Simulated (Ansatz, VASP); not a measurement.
## WC: VASP beside Ansatz

POSCAR

```
WC
1.0
    2.9216789062      0.0000000000      0.0000000000
   -1.4608394531      2.5302481545      0.0000000000
    0.0000000000      0.0000000000      2.8470525963
W C
1 1
Direct
    0.0000000000      0.0000000000      0.0000000000
    0.6666666667      0.3333333333      0.5000000000
```

INCAR.step1

```
SYSTEM = WC
  ALGO = Normal
  EDIFF = 1E-4
  ENCUT = 520
  GGA = PE
  ISMEAR = 0
  LASPH = .True.
  LCHARG = .False.
  LREAL = .False.
  LWAVE = .True.
  NBANDS = 16
  NELM = 100
  PREC = Accurate
  SIGMA = 0.1
```

Contents of INCAR.step2:

```
SYSTEM = WC
  ALGO = Normal
  EDIFF = 1E-6
  ENCUT = 520
  ISIF = 2
  ISMEAR = 0
  ISTART = 1
  LASPH = .True.
  LCHARG = .True.
  LELF = .True.
  LMIXTAU = .True.
  LREAL = .False.
  LVHAR = .True.
  LWAVE = .False.
  METAGGA = R2SCAN
  NBANDS = 16
  NELM = 100
  PREC = Accurate
  SIGMA = 0.1
```

The input KPOINTS:

```
k-points
0
Gamma
  18 18 14
  0 0 0
```

Input for Ansatz:

```yaml
crystal:
  lattice:
    - [2.9216789061, 0.0, 0.0]
    - [-1.460839453, 2.5302481544, 0.0]
    - [0.0, 0.0, 2.8470525964]
  atoms:
    - { symbol: W, position: [0.0, 0.0, 0.0] }
    - { symbol: C, position: [0.6666666667, 0.3333333333, 0.5] }
basis:
  ecutwfc: 500
kpoints:
  mp_grid: { grid: [18, 18, 14] }
  band_path:
    path:
      - [[0.0, 0.0, 0.0], [0.5, 0.0, 0.0], [0.33333333, 0.33333333, 0.0], [0.0, 0.0, 0.0], [0.0, 0.0, 0.5], [0.5, 0.0, 0.5], [0.33333333, 0.33333333, 0.5], [0.0, 0.0, 0.5]]
      - [[0.5, 0.0, 0.5], [0.5, 0.0, 0.0]]
      - [[0.33333333, 0.33333333, 0.5], [0.33333333, 0.33333333, 0.0]]
    npoints: 14
hamiltonian:
  xc: r2scan
scf:
  occupations: { method: gaussian, width: 0.1 }
  n_extra_bands: 6
output:
  forces: true
  stress: true
  eigenvalues: true
  populations: true
  dos: { projected: true, de: 0.02, nscf_kmesh: { grid: [27, 27, 21] } }
  bader: true
  write_density: true
  write_potential: true
  elf: true
  volumetric_format: npy
```

Alike in both runs: task single point; functional r2SCAN; k mesh 18 × 18 × 14; occupations gaussian, width 0.1 eV; no spin polarisation.

```csv
,VASP,Ansatz
version,VASP 6.6.1,Ansatz 0.2.0
potentials or method,"VASP PAW PBE potentials, release 64 (W_sv, C), cutoff 520 eV","scalar-relativistic, plane waves, PAW"
valence electrons in the cell,18,18
```

Ansatz gave:

```
gap on the k mesh at the Fermi level (eV)                     : none
pressure (GPa)                                                : -4.1
traceless stress, the component that is largest in VASP (GPa) : -0.70
```

Task: What did VASP give for the same quantities?

Result: gap on the k mesh at the Fermi level (eV): none; pressure (GPa): -2.3; traceless stress, the component that is largest in VASP (GPa): -0.50.

VASP's potentials were made for PBE, not for r2SCAN. A gap of «none» marks a metal or a gap that the smearing closes.

Neither program's run includes spin-orbit coupling.
